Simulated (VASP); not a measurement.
A run of VASP 6.6.1 is set up as follows.

File INCAR:

```
SYSTEM = H19C2NO8
ALGO = Normal ; EDIFF = 1E-6
ENCUT = 520 ; GGA = PE
GGA_COMPAT = .False. ; ISIF = 2
ISMEAR = -1 ; IVDW = 12
LASPH = .True. ; LCHARG = .True.
LELF = .True. ; LREAL = .False.
LVHAR = .True. ; LWAVE = .False.
NBANDS = 61 ; NELM = 120
PREC = Accurate ; SIGMA = 0.02
```

KPOINTS

```
k-points
0
Gamma
  1 1 1
  0 0 0
```

Contents of POSCAR:

```
H19C2NO8
1.0
    6.8894190000      0.0000000000      0.0000000000
    0.0000000000      6.8894190000      0.0000000000
    0.0000000000      0.0000000000      6.8894190000
O H C N
8 19 2 1
Direct
   -0.0195081762      0.2089145688      0.6516804973
    0.8883913143      0.9813019066      0.9020499406
    0.6199361659      0.6487920099      0.0563472769
    0.5585231498      0.1330736307      0.6031568119
    0.4257833643      0.0402210985      0.0440675767
    0.1884629168      0.8104456994      0.6489661900
    0.1661388283      0.4795759991      0.4257253043
    0.8232624551      0.3028121820      0.2220506548
   -0.0832581093      0.2905905418      0.7574513903
    0.0766682938      0.3054393992      0.5957686708
    1.0192441482      1.0259065387      0.9459143071
    0.8802338775      0.8584178143      0.9655821485
    0.6031132669      0.7898634123      0.0357649898
    0.6892453486      0.6354091688     -0.0723283052
    0.4193967590      0.1088480756      0.5946945599
    0.6292112586      0.0475947246      0.7008428432
    0.5095494990      0.0991665625      0.1338719564
    0.4367421984      0.1634390360     -0.0368681307
    0.1623649251      0.6831200135      0.5767249749
    0.0951168742      0.8317537371      0.7454910204
    0.2704146750      0.5685530231      0.4009481786
    0.0772488943      0.4535796124      0.3124211200
    0.7457232606      0.3910779704      0.1553541743
    0.7802109293      0.2652037857      0.3465749434
    0.6708548283      0.6119093642      0.3229009587
    0.4579631461      0.7295245071      0.4173356273
    0.6826410181      0.8461090841      0.4035028208
    0.6269178867      0.7032523352      0.4352181222
    0.7257506039      0.6214747572      0.6152478170
    0.8012431818      0.5621083578      0.7501358242
```

Potentials or basis: VASP PAW PBE potentials, release 64 (O, H, C, N).

Run with:

```bash
$ cat potpaw_PBE.64/O/POTCAR potpaw_PBE.64/H/POTCAR potpaw_PBE.64/C/POTCAR potpaw_PBE.64/N/POTCAR > POTCAR
$ mpirun -np 1 vasp_gam > vasp.out
```

(1) What does it give for the band gap on the k mesh?

(2) Estimate the dispersion energy per atom.

Answers

(1) 3.82 eV.

(2) -0.037 eV.

Caveat: the k points lie up to 0.91 Å⁻¹ apart.
